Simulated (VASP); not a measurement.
**SiNi3: relaxation of cell and atoms with PBE**

The system is SiNi3.

```
CELL_PARAMETERS angstrom
3.50631 0.00000 0.00000
0.00000 3.50631 0.00000
0.00000 0.00000 3.50631
ATOMIC_POSITIONS crystal
Si 0.00000 0.00000 0.00000
Ni 0.00000 0.50000 0.50000
Ni 0.50000 0.00000 0.50000
Ni 0.50000 0.50000 0.00000
```

```json
{
 "Program": "VASP 6.6.1",
 "Task": "relaxation of cell and atoms",
 "Functional": "PBE",
 "Potentials or basis": "VASP PAW PBE potentials, release 64 (Si, Ni)",
 "Cutoff": "600 eV",
 "k mesh": "14 × 14 × 14",
 "Occupations": "fermi-dirac, width 0.15 eV",
 "Spin": "no spin polarisation",
 "Dipole correction": "no",
 "Further INCAR settings": "ALGO = Fast; EDIFF = 1e-07; IBRION = 2; EDIFFG = -0.001; NSW = 80; ISIF = 3"
}
```

| Quantity | Value |
| --- | --- |
| Relaxed volume | 10.79 Å³/atom |
| Relaxed cell | a = 3.508 Å, b = 3.508 Å, c = 3.508 Å, α = 90.00°, β = 90.00°, γ = 90.00° |
| Space group after relaxing (to 0.1 Å) | Pm-3m (No. 221) |
| Energy gained by relaxing | 0.0 meV/atom |
| Ionic steps | 8 |
| Pressure after relaxing | 0.0 GPa |
| Band gap on the k mesh | zero (bands 17 and 18 overlap by 0.24 eV) |

Final structure:
```xyz
4
Lattice="3.5081 0.0000 0.0000 0.0000 3.5081 0.0000 0.0000 0.0000 3.5081" Properties=species:S:1:pos:R:3 pbc="T T T"
Si    0.0000    0.0000    0.0000
Ni    0.0000    1.7541    1.7541
Ni    1.7541    0.0000    1.7541
Ni    1.7541    1.7541    0.0000
```

Levels at points of the mesh, in eV from the Fermi level:
| k point | band 14 | band 15 | band 16 | band 17 | band 18 | band 19 | band 20 | band 21 |
| --- | --- | --- | --- | --- | --- | --- | --- | --- |
| (0.00, 0.00, 0.00) | -0.73 | -0.73 | -0.40 | -0.08 | -0.08 | -0.08 | 4.71 | 6.22 |
| (0.50, 0.00, 0.00) | -1.39 | -1.24 | -0.66 | -0.08 | 3.50 | 3.50 | 5.10 | 5.17 |
| (0.50, 0.50, 0.00) | -1.52 | -1.21 | -1.11 | -1.05 | 0.54 | 0.54 | 5.49 | 6.24 |
| (0.50, 0.50, 0.50) | -1.34 | -1.34 | -0.49 | -0.31 | -0.31 | -0.31 | 1.10 | 3.91 |

Run time: 13 min on 1 thread of Intel Xeon 8259CL, on a shared host, peak memory 0.25 GiB.

Spin polarisation is off, so any magnetic state and its effect on volume and gap are missing.
